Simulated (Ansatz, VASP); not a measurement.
Fe in VASP and in Ansatz

The input INCAR:

```
SYSTEM = Fe
PREC = Accurate ; ENCUT = 520
EDIFF = 1E-7 ; ISMEAR = -1
SIGMA = 0.1 ; LREAL = .FALSE.
LASPH = .TRUE. ; NELM = 150
ALGO = Normal ; ISIF = 2
LWAVE = .FALSE. ; LCHARG = .FALSE.
ISPIN = 2 ; MAGMOM = 0 0
LORBIT = 11 ; LMAXMIX = 4
GGA = PS ; NBANDS = 19
```

Contents of KPOINTS:

```
Automatic mesh
0
G
  6 12 12
  0 0 0
```

POSCAR

```
Fe
1.0
    0.0000000000      3.5830000000      3.5830000000
    1.7915000000      0.0000000000      1.7915000000
    1.7915000000      1.7915000000      0.0000000000
Fe
2
Direct
    0.0000000000      0.0000000000      0.0000000000
    0.5000000000      0.0000000000      0.0000000000
```

Input for Ansatz:

```yaml
crystal:
  lattice:
    - [0.0, 3.583, 3.583]
    - [1.7915, 0.0, 1.7915]
    - [1.7915, 1.7915, 0.0]
  atoms:
    - { symbol: Fe, position: [0.0, 0.0, 0.0] }
    - { symbol: Fe, position: [0.5, 0.0, 0.0] }
hamiltonian:
  xc: pbesol
  pseudopotentials: { kind: paw }
basis:
  ecutwfc: 420
kpoints:
  mp_grid: { grid: [6, 12, 12] }
scf:
  occupations: { method: fermi_dirac, width: 0.1 }
  lower_state_search: "off"
output:
  forces: true
  stress: true
magnetization:
  spin_polarized: true
```

Alike in both runs: task single point; functional PBEsol; k mesh 6 × 12 × 12; occupations fermi-dirac, width 0.1 eV; collinear spin.

```csv
,VASP,Ansatz
version,VASP 6.6.1,Ansatz 0.2.0
potentials or method,"VASP PAW PBE potentials, release 64 (Fe), cutoff 520 eV","PAW, plane waves, scalar-relativistic"
valence electrons in the cell,16,32
```

|  | VASP | Ansatz | Ansatz less VASP |
| --- | --- | --- | --- |
| net moment per atom (μB) | 0.00 | 0.00 | 0.000 |

VASP's potentials were made for PBE, not for PBEsol. The functional is the same, so the differences come from potentials, cutoffs and numerics. VASP's potentials hold 16 valence electrons a cell and Ansatz's 32, so a difference there can come from the potentials and not from the codes. Ansatz's warnings: negative readings unjudged, no starting moments, stability check not made.
